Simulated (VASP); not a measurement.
Here is a VASP 6.6.1 calculation.

File POSCAR:

```
V2I
1.0
    4.2044515502      0.0000000000      0.0000000000
   -2.1022257751      3.6411618514      0.0000000000
    0.0000000000      0.0000000000      3.4197174598
V I
2 1
Direct
    0.3333333333      0.6666666667      0.5000000000
    0.6666666667      0.3333333333      0.5000000000
    0.0000000000      0.0000000000      0.0000000000
```

Contents of INCAR.step1:

```
SYSTEM = V2I
PREC = Accurate
ENCUT = 520
ISMEAR = 0
SIGMA = 0.1
LREAL = .False.
LASPH = .True.
NELM = 100
NBANDS = 24
GGA = PE
ALGO = Normal
EDIFF = 1E-4
LWAVE = .True.
LCHARG = .False.
```

INCAR.step2

```
SYSTEM = V2I
PREC = Accurate
ENCUT = 520
EDIFF = 1E-6
ISMEAR = 0
SIGMA = 0.1
LREAL = .False.
LASPH = .True.
NELM = 100
ALGO = Normal
ISIF = 2
LWAVE = .False.
LCHARG = .True.
METAGGA = R2SCAN
LMIXTAU = .True.
LELF = .True.
LVHAR = .True.
NBANDS = 24
ISTART = 1
```

File KPOINTS:

```
Automatic mesh
0
Gamma
  6 6 6
  0 0 0
```

Potentials or basis: VASP PAW PBE potentials, release 64 (V_sv, I).

The run is started by

```console
$ cat potpaw_PBE.64/V_sv/POTCAR potpaw_PBE.64/I/POTCAR > POTCAR
$ cp INCAR.step1 INCAR
$ mpirun -np 1 vasp_std > vasp.out
$ cp INCAR.step2 INCAR
$ mpirun -np 1 vasp_std > vasp.out
```

Estimate the pressure.

0.3 GPa.

Caveat: the PAW data sets were made with another functional, which shifts forces and pressure a little; an odd number of electrons without spin polarisation forces a metal; a magnetic or distorted state may lie lower; the run has no spin polarisation, though such a crystal can be magnetic.
